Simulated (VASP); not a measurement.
A run of VASP 6.6.1 is set up as follows.

File INCAR:

```
PREC = Accurate
ENCUT = 520
EDIFF = 1E-7
ISMEAR = 0
SIGMA = 0.15
LREAL = False
LASPH = True
NELM = 100
ALGO = Normal
ISIF = 2
LWAVE = False
LCHARG = False
GGA = PE
NBANDS = 18
```

Contents of KPOINTS:

```
regular mesh
0
Gamma
  12 12 12
```

Contents of POSCAR:

```
BiTe
1.0
    2.4227077728      1.3987509848      3.3172919545
   -2.4227077728      1.3987509848      3.3172919545
    0.0000000000     -2.7975019696      3.3172919545
Bi Te
1 1
Direct
    0.4711942132      0.5000000000      0.5000000000
    0.0000000000      0.0000000000      0.0000000000
```

Potentials or basis: VASP PAW PBE potentials, release 64 (Bi_d, Te).

Command:

```sh
$ cat potpaw_PBE.64/Bi_d/POTCAR potpaw_PBE.64/Te/POTCAR > POTCAR
$ mpirun -np 1 vasp_std > vasp.out
```

Question: Predict the pressure.

Answer: 0.1 GPa.

Question: Predict the largest force.

Answer: 0.214 eV/Å.

Forces in eV/Å, atoms in the order of the input:
```
Bi   0.155  0.089  0.118
Te  -0.155 -0.089 -0.118
```

Caveat: the cell differs from its parent crystal (all Bi atoms moved +0.125 Å, as atom 1 towards its neighbour atom 1 (Bi) at 4.339 Å).
